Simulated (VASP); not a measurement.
Wanted: the native input for a VASP 6.6.1 run.

```
Task                   : single point
Functional             : PBE
Potentials or basis    : VASP PAW PBE potentials, release 64 (Ti_sv, Te)
Cutoff                 : 520 eV
k mesh                 : 10 × 10 × 6
Occupations            : gaussian, width 0.05 eV
Spin                   : no spin polarisation
Dipole correction      : no
Further INCAR settings : ALGO = Normal; EDIFF = 1e-06; NBANDS = 19
```

The structure of TiTe2 lies in POSCAR:

```
TiTe2
1.0
    3.7643438319      0.0000000000      0.0000000000
   -1.8821719159      3.2600173870      0.0000000000
    0.0000000000      0.0000000000      7.3129738427
Ti Te
1 2
Direct
    0.0000000000      0.0000000000      0.0000000000
    0.3333333333      0.6666666667      0.2378079375
    0.6666666667      0.3333333333      0.7621920625
```

One way to write it, as run:

INCAR

```
  PREC = Accurate
  ENCUT = 520
  EDIFF = 1E-6
  ISMEAR = 0
  SIGMA = 0.05
  LREAL = F
  LASPH = T
  NELM = 60
  ALGO = Normal
  ISIF = 2
  LWAVE = F
  LCHARG = F
  GGA = PE
  NBANDS = 19
```

KPOINTS

```
Automatic mesh
0
Gamma
  10 10 6
```

Potentials or basis: VASP PAW PBE potentials, release 64 (Ti_sv, Te).

Command:

```bash
$ cat potpaw_PBE.64/Ti_sv/POTCAR potpaw_PBE.64/Te/POTCAR > POTCAR
$ mpirun -np 1 vasp_std > vasp.out
```

Results of the run:

The pressure is -0.2 GPa and the largest force is 0.018 eV/Å. The band gap on the k mesh is zero (bands 12 and 13 overlap by 0.63 eV).

Caveat: spin-orbit coupling is left out, which moves the levels of the heavy elements; this functional lacks dispersion, which binds the layers, so the pressure and a relaxed spacing across them are unreliable.

It took 3.1 min on 1 thread of AMD EPYC 7R43 64-Core Processor (Zen 3), on a shared host, peak memory 0.24 GiB.
